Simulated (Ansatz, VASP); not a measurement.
# One calculation of PbO, two programs

```
Pb O
1.0
     3.97440    0.00000    0.00000
     0.00000    3.97440    0.00000
     0.00000    0.00000    5.02200
Pb O
2 2
Direct
  0.00000 0.50000 0.23510
  0.50000 0.00000 0.76490
  0.00000 0.00000 0.00498
  0.50000 0.50000 0.00498
```

Change from the starting cell: all O atoms moved +0.025 Å, as atom 3 along Cartesian [0 0 1].

Alike in both runs: task single point; functional LDA; k mesh 8 × 8 × 6; occupations gaussian, width 0.05 eV; no spin polarisation.

|  | VASP | Ansatz |
| --- | --- | --- |
| version | VASP 6.6.1 | Ansatz 0.2.0 |
| potentials or method | VASP PAW LDA potentials, release 64 (Pb_d, O_h), cutoff 910 eV | scalar-relativistic, plane waves, PAW |
| valence electrons in the cell | 40 | 40 |

|  | VASP | Ansatz | Ansatz less VASP |
| --- | --- | --- | --- |
| gap on the k mesh at the Fermi level (eV) | 1.18 | 1.20 | +0.020 |
| least direct gap on the mesh (eV) | 2.22 | 2.24 | +0.017 |
| rms of the force components (eV/Å) | 0.127 | 0.138 | +0.0104 |

LDA's correlation is that of Perdew and Zunger in VASP and of Perdew and Wang (1992) in Ansatz. Atom by atom the forces differ by 0.027 eV/Å (rms over components).

Neither program's run includes spin-orbit coupling. Noted on VASP's run: the cutoff is short for stress, so the pressure is rough.
